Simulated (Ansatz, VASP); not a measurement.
# Two plane-wave programs on ScAl3N4

```xyz
8
Lattice="-3.2059 0.0000 0.0000 0.0000 5.5995 0.0003 1.6029 -2.8000 -5.0570" Properties=species:S:1:pos:R:3 pbc="T T T"
Sc    0.0000    1.8498   -0.0557
Al   -1.6029    4.6842   -0.0001
Al   -1.6029    0.9122   -2.5621
Al    0.0000    3.7574   -2.4840
N    -1.6029   -0.9489   -3.0337
N     0.0000    1.8862   -3.0948
N    -1.6029    0.8114   -0.6891
N     0.0000    3.8453   -0.5799
```

Alike in both runs: functional r2SCAN; k mesh 6 × 6 × 6; occupations gaussian, width 0.1 eV; no spin polarisation.

Ansatz relaxed the structure, and its values are those at the end. VASP's run is a single point on that final structure, the one shown.

|  | VASP | Ansatz |
| --- | --- | --- |
| version | VASP 6.6.1 | Ansatz 0.2.0 |
| potentials or method | VASP PAW PBE potentials, release 64 (Sc_sv, Al, N), cutoff 520 eV | scalar-relativistic, plane waves, PAW |
| valence electrons in the cell | 40 | 40 |

Ansatz gave:

* gap on the k mesh at the Fermi level (eV): 4.25
* least direct gap on the mesh (eV): 4.39
* pressure (GPa): 0.0
* rms of the force components (eV/Å): 0.006

Task: Estimate VASP's values.

Result: gap on the k mesh at the Fermi level (eV): 4.28; least direct gap on the mesh (eV): 4.43; pressure (GPa): 0.1; rms of the force components (eV/Å): 0.035.

VASP's potentials were made for PBE, not for r2SCAN.
